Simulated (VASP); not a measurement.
# Tb: single point with PBE

Crystal: Tb.

```
Tb
1.0
     0.00000    2.48591    2.48591
     2.48591    0.00000    2.48591
     2.48591    2.48591    0.00000
Tb
1
Direct
  0.00000 0.00000 0.00000
```

This cell differs from its parent crystal: volume scaled by 0.96.

* Program: VASP 6.6.1
* Task: single point
* Functional: PBE
* Potentials or basis: VASP PAW PBE potentials, release 64 (Tb)
* Cutoff: 520 eV
* k mesh: 9 × 9 × 9
* Occupations: fermi-dirac, width 0.05 eV
* Spin: collinear spin, ferromagnetic start
* Starting moments: [6.0] μB

| Property | Result |
| --- | --- |
| Pressure | 1.0 GPa |
| Net moment | 5.87 μB per cell |
| Site moments | Tb +5.71 μB |
| Valence electrons inside the program's atomic spheres | Tb 16.33 |

Levels at points of the mesh, in eV from the Fermi level:
Spin up:
```
           k point  band 9  band 10  band 11  band 12  band 13  band 14  band 15  band 16
(0.00, 0.00, 0.00)   -4.09    -4.09    -4.09    -3.53     1.88     1.88     1.88     4.20
```
Spin down:
```tsv
k point	band 3	band 4	band 5	band 6	band 7	band 8	band 9	band 10
(0.00, 0.00, 0.00)	-20.38	-20.38	-4.66	-0.39	0.13	0.13	0.13	0.86
```

Run time: 2.1 min on 1 thread of Intel(R) Xeon(R) Platinum 8259CL CPU @ 2.50GHz (Skylake/Cascade Lake) (shared host), peak memory 0.2 GiB.

Caveat: the magnetic or orbital state may not be the lowest; spin-orbit coupling is left out, which moves the levels of the heavy elements. The state reached can hang on the start; a lower one may exist.
